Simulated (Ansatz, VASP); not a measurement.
# CaO: VASP beside Ansatz

```
CELL_PARAMETERS angstrom
3.89976 0.00000 0.00000
-1.94988 3.37729 0.00000
0.00000 0.00000 4.67274
ATOMIC_POSITIONS crystal
Ca 0.33333 0.66667 0.25000
Ca 0.66667 0.33333 0.75000
O 0.66667 0.33333 0.25000
O 0.33333 0.66667 0.75000
```

Alike in both runs: task single point; functional r2SCAN; k mesh 6 × 6 × 4; no spin polarisation.

|  | VASP | Ansatz |
| --- | --- | --- |
| version | VASP 6.6.1 | Ansatz 0.2.0 |
| potentials or method | VASP PAW PBE potentials, release 64 (Ca_sv, O) | plane waves, PAW |
| plane-wave cutoff (eV) | 520 | 500 |
| occupations | gaussian, width 0.01 eV | fixed |
| valence electrons in the cell | 32 | 32 |

Ansatz gave:

- gap on the k mesh at the Fermi level (eV): 3.85
- pressure (GPa): 6.6
- traceless stress, the component that is largest in VASP (GPa): 0.58

**Question.** Estimate VASP's values.

**Answer.** gap on the k mesh at the Fermi level (eV): 3.83; pressure (GPa): 7.9; traceless stress, the component that is largest in VASP (GPa): 0.56.

VASP's potentials were made for PBE, not for r2SCAN.
